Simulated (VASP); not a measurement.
Here is a VASP 6.6.1 calculation.

INCAR

```
PREC = Accurate
ENCUT = 520
EDIFF = 1E-6
ISMEAR = -1
SIGMA = 0.05
LREAL = Auto
LASPH = T
NELM = 80
ALGO = Normal
ISIF = 2
LWAVE = F
LCHARG = T
GGA = PE
IVDW = 12
LELF = T
LVHAR = T
NBANDS = 68
```

The input KPOINTS:

```
regular mesh
0
Gamma
  3 3 3
```

The input POSCAR:

```
Al
1.0
    8.1000000000      0.0000000000      0.0000000000
    0.0000000000      8.1000000000      0.0000000000
    0.0000000000      0.0000000000      8.1000000000
Al
31
Direct
    0.5008371605      0.0031708642      0.0050097531
    0.7459062963      0.2482101235      0.0046359259
    0.7483771605      0.0005669136      0.2505202469
   -0.0013074074     -0.0018070370     -0.0008181481
    0.2449377778      0.2486860494     -0.0084276543
    0.5005683951      0.5044462963     -0.0097067901
    0.7508369136      0.7503856790     -0.0006481481
    0.2512165432      0.0022809877      0.2505044444
    0.4611428395      0.2901213580      0.2504909877
    0.7474514815      0.4983765432      0.2505417284
    0.5008446914      0.0031233333      0.4960398765
    0.7458487654      0.2481807407      0.4963423457
    0.7500032099     -0.0006813580      0.7505290123
    0.0020454321      0.4992195062      0.0044490123
    0.2497725926      0.7470669136      0.0039756790
    0.0038711111      0.2508688889      0.2504883951
    0.4977255556      0.7444122222      0.2505465432
   -0.0012440741     -0.0017764198      0.5018100000
    0.2450216049      0.2487634568      0.5093623457
    0.5006951852      0.5045228395      0.5107977778
    0.7509225926      0.7504377778      0.5017320988
    0.2499997531     -0.0047995062      0.7504622222
    0.5018346914      0.2468175309      0.7505054321
    0.7546275309      0.4988617284      0.7505719753
    0.0017062963      0.7478076543      0.2505140741
    0.0019991358      0.4991866667      0.4965812346
    0.2497485185      0.7469853086      0.4970196296
   -0.0073224691      0.2473534568      0.7504646914
    0.2476029630      0.5010986420      0.7505048148
    0.5016272840      0.7573256790      0.7505569136
    0.0001858025      0.7487809877      0.7505172840
```

Potentials or basis: VASP PAW PBE potentials, release 64 (Al).

Command:

```sh
$ cat potpaw_PBE.64/Al/POTCAR > POTCAR
$ mpirun -np 1 vasp_std > vasp.out
```

(1) Estimate the largest force.

(2) Estimate the pressure.

(3) What does it give for the band gap on the k mesh?

(4) Estimate the dispersion energy per atom.

Answers

(1) 0.584 eV/Å.

(2) -4.2 GPa.

(3) zero (an odd number of electrons rules out a gap without spin polarisation).

(4) -0.323 eV.
